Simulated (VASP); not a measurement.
Set up this calculation in VASP 6.6.1, as the native input.

```yaml
Task: G0W0 quasiparticle levels
Functional: PBE
Potentials_or_basis: VASP PAW PBE potentials, release 64 (Li_GW, H_GW)
Cutoff: 500 eV
k_mesh: 8 × 8 × 8
Occupations: gaussian, width 0.01 eV
Spin: no spin polarisation
Dipole_correction: no
GW_scheme: G0W0
GW_iterations: 1
Cutoff_of_the_response_function: 80
Frequency_points: 96
Empty_bands: 30
Further_INCAR_settings: ALGO = EVGW0; EDIFF = 1e-08; NBANDS = 31
```

LiH:

```xyz
2
Lattice="0.0000 1.9985 1.9985 1.9985 0.0000 1.9985 1.9985 1.9985 0.0000" Properties=species:S:1:pos:R:3 pbc="T T T"
Li    0.0000    0.0000    0.0000
H     1.9985    1.9985    1.9985
```

One way to write it, as run:

POSCAR

```
LiH
1.0
    0.0000000000      1.9984726907      1.9984726907
    1.9984726907      0.0000000000      1.9984726907
    1.9984726907      1.9984726907      0.0000000000
Li H
1 1
Direct
    0.0000000000      0.0000000000      0.0000000000
    0.5000000000      0.5000000000      0.5000000000
```

INCAR.step1

```
PREC = Accurate
ENCUT = 500
EDIFF = 1E-8
ISMEAR = 0
SIGMA = 0.01
LREAL = F
LASPH = T
NELM = 80
ALGO = Normal
LWAVE = T
LCHARG = F
GGA = PE
```

INCAR.step2

```
PREC = Accurate
ENCUT = 500
EDIFF = 1E-8
ISMEAR = 0
SIGMA = 0.01
LREAL = F
LASPH = T
NELM = 1
ALGO = Exact
LWAVE = T
LCHARG = F
GGA = PE
NBANDS = 31
LOPTICS = T
ISTART = 1
```

INCAR.step3

```
PREC = Accurate
ENCUT = 500
EDIFF = 1E-8
ISMEAR = 0
SIGMA = 0.01
LREAL = F
LASPH = T
ALGO = EVGW0
LWAVE = F
LCHARG = F
GGA = PE
NELMGW = 1
NBANDS = 31
ENCUTGW = 80.0
NOMEGA = 96
PRECFOCK = Fast
ISTART = 1
NBANDSGW = 9
OMEGAMAX = 20
```

KPOINTS

```
regular mesh
0
Gamma
  8 8 8
```

Potentials or basis: VASP PAW PBE potentials, release 64 (Li_GW, H_GW).

Run with:

```console
$ cat potpaw_PBE.64/Li_GW/POTCAR potpaw_PBE.64/H_GW/POTCAR > POTCAR
$ cp INCAR.step1 INCAR
$ mpirun -np 1 vasp_std > vasp.out
$ cp INCAR.step2 INCAR
$ mpirun -np 1 vasp_std > vasp.out
$ cp INCAR.step3 INCAR
$ mpirun -np 1 vasp_std > vasp.out
```

Results of the run:

The quasiparticle gap is 4.76 eV and the least direct quasiparticle gap is 4.76 eV. The band gap of the starting levels on the mesh is 2.98 eV and the least direct gap of the starting levels on the mesh is 2.98 eV.

Caveat: bands, screening cutoff and mesh are small and nothing is extrapolated, so the quasiparticle values aren't converged.

Wall time 3.1 min on 1 thread of Intel(R) Xeon(R) Platinum 8375C CPU @ 2.90GHz (Ice Lake) (shared host), peak memory 0.35 GiB.
